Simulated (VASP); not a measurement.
A run of VASP 6.6.1:

Contents of INCAR:

```
SYSTEM = W
PREC = Accurate ; ENCUT = 520
EDIFF = 1E-6 ; ISMEAR = -1
SIGMA = 0.1 ; LREAL = .False.
LASPH = .True. ; NELM = 150
ALGO = Normal ; ISIF = 2
LWAVE = .False. ; LCHARG = .True.
ISPIN = 2 ; MAGMOM = 0 0
LORBIT = 11 ; LMAXMIX = 4
GGA = PS ; LELF = .True.
LVHAR = .True. ; NBANDS = 25
```

Contents of KPOINTS:

```
regular mesh
0
Gamma
  14 14 14
  0 0 0
```

Contents of POSCAR:

```
W
1.0
    0.0000000000      2.2061722399      2.2061722399
    2.2061722399      0.0000000000      2.2061722399
    2.2061722399      2.2061722399      0.0000000000
W
2
Direct
   -0.1250000000     -0.1250000000     -0.1250000000
    0.1250000000      0.1250000000      0.1250000000
```

Potentials or basis: VASP PAW PBE potentials, release 64 (W_sv).

The run is started by

```console
$ cat potpaw_PBE.64/W_sv/POTCAR > POTCAR
$ mpirun -np 1 vasp_std > vasp.out
```

Hardware: 1 thread of Intel(R) Xeon(R) Platinum 8259CL CPU @ 2.50GHz (Skylake/Cascade Lake) (shared host).

Q: Estimate the wall time of this run.

A: Run time: 59 s on 1 thread of Intel(R) Xeon(R) Platinum 8259CL CPU @ 2.50GHz (Skylake/Cascade Lake), with other jobs on the host, peak memory 0.2 GiB. Counts: scf iterations 11, k points 104.
